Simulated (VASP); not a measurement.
Input of a VASP 6.6.1 run:

Contents of POSCAR:

```
Ir
1.0
    0.0000000000      1.9228496764      1.9228496764
    1.9228496764      0.0000000000      1.9228496764
    1.9228496764      1.9228496764      0.0000000000
Ir
1
Direct
    0.0000000000      0.0000000000      0.0000000000
```

File INCAR.step1:

```
ALGO = Normal ; EDIFF = 1E-4
ENCUT = 520 ; GGA = PE
ISMEAR = 1 ; LASPH = True
LCHARG = False ; LREAL = False
LWAVE = True ; NBANDS = 10
NELM = 80 ; PREC = Accurate
SIGMA = 1.0
```

File INCAR.step2:

```
ALGO = Normal ; EDIFF = 1E-7
ENCUT = 520 ; ISIF = 2
ISMEAR = 1 ; ISTART = 1
LASPH = True ; LCHARG = True
LELF = True ; LMIXTAU = True
LREAL = False ; LVHAR = True
LWAVE = False ; METAGGA = R2SCAN
NBANDS = 10 ; NELM = 80
PREC = Accurate ; SIGMA = 1.0
```

KPOINTS

```
k-points
0
Gamma
  14 14 14
```

Potentials or basis: VASP PAW PBE potentials, release 64 (Ir).

The run is started by

```bash
$ cat potpaw_PBE.64/Ir/POTCAR > POTCAR
$ cp INCAR.step1 INCAR
$ mpirun -np 1 vasp_std > vasp.out
$ cp INCAR.step2 INCAR
$ mpirun -np 1 vasp_std > vasp.out
```

(1) Predict the pressure.

## Answers

(1) 2.3 GPa.

Caveat: the PAW data sets were made with another functional, which shifts forces and pressure a little.
